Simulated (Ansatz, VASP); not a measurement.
# One calculation of AgCl, two programs

File INCAR:

```
PREC = Accurate ; ENCUT = 520
EDIFF = 1E-8 ; ISMEAR = -1
SIGMA = 0.03 ; LREAL = False
LASPH = True ; NELM = 60
ALGO = Normal ; ISIF = 2
LWAVE = False ; LCHARG = False
GGA = PS ; LEFG = True
NBANDS = 26
```

File KPOINTS:

```
regular mesh
0
Gamma
  9 9 8
```

Contents of POSCAR:

```
AgCl
1.0
    1.8327171557     -5.4431635047      0.0000000000
    1.8327171557      5.4431635047      0.0000000000
    0.0000000000      0.0000000000      3.8439324781
Ag Cl
2 2
Direct
    0.3965554000      0.6034446000      0.7500000000
    0.6034446000      0.3965554000      0.2500000000
    0.8654487300      0.1345512700      0.2500000000
    0.1345512700      0.8654487300      0.7500000000
```

Input for Ansatz:

```yaml
crystal:
  lattice:
    - [1.8327171557, -5.4431635047, 0.0]
    - [1.8327171557, 5.4431635047, 0.0]
    - [0.0, 0.0, 3.8439324781]
  atoms:
    - { symbol: Ag, position: [0.3965554, 0.6034446, 0.75] }
    - { symbol: Ag, position: [0.6034446, 0.3965554, 0.25] }
    - { symbol: Cl, position: [0.86544873, 0.13455127, 0.25] }
    - { symbol: Cl, position: [0.13455127, 0.86544873, 0.75] }
kpoints:
  mp_grid: { grid: [9, 9, 8] }
scf:
  occupations: { method: fermi_dirac, width: 0.03 }
hamiltonian:
  xc: pbesol
  pseudopotentials: { kind: paw }
output:
  forces: true
  stress: true
  eigenvalues: true
  efg: { contact_densities: true }
```

Change from the starting cell: volume scaled by 0.94, PAW files.

Alike in both runs: task electric field gradients; functional PBEsol; k mesh 9 × 9 × 8; occupations fermi-dirac, width 0.03 eV; no spin polarisation.

|  | VASP | Ansatz |
| --- | --- | --- |
| version | VASP 6.6.1 | Ansatz 0.2.0 |
| potentials or method | VASP PAW PBE potentials, release 64 (Ag, Cl) | PAW with Ansatz's default frozen-core files, scalar-relativistic |
| plane-wave cutoff (eV) | 520 | 420 |
| valence electrons in the cell | 36 | 52 |

|  | VASP | Ansatz | Ansatz less VASP |
| --- | --- | --- | --- |
| pressure (GPa) | 0.5 | 0.6 | +0.12 |
| traceless stress, the component that is largest in VASP (GPa) | -0.25 | -0.28 | -0.027 |
| rms of the force components (eV/Å) | 0.025 | 0.025 | +0.0001 |
| size of Vzz on the site where it differs most (V/Å²) | 56.3 | 52.0 | -4.32 |

VASP's potentials were made for PBE, not for PBEsol. Atom by atom the forces differ by 0.001 eV/Å (rms over components). VASP's potentials hold 36 valence electrons a cell and Ansatz's 52, so a difference there can come from the potentials and not from the codes.
